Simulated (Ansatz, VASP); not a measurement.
## One calculation of TiC, two programs

```
Ti C
1.0
     0.00000    2.16631    2.16631
     2.16631    0.00000    2.16631
     2.16631    2.16631    0.00000
Ti C
1 1
Direct
  0.00000 0.00000 0.00000
  0.50000 0.50000 0.50000
```

Alike in both runs: functional PBE; k mesh 13 × 13 × 13; occupations fermi-dirac, width 0.1 eV; no spin polarisation.

Ansatz relaxed the structure, and its values are those at the end. VASP's run is a single point on that final structure, the one shown.

|  | VASP | Ansatz |
| --- | --- | --- |
| version | VASP 6.6.1 | Ansatz 0.2.0 |
| potentials or method | VASP PAW PBE potentials, release 64 (Ti_sv, C), cutoff 520 eV | PAW plane waves |
| valence electrons in the cell | 16 | 16 |

Ansatz gave:

```
gap on the k mesh at the Fermi level (eV) : none
pressure (GPa)                            : 0.0
```

Estimate VASP's values.

gap on the k mesh at the Fermi level (eV): none; pressure (GPa): 0.2.

A gap of «none» marks a metal or a gap that the smearing closes.
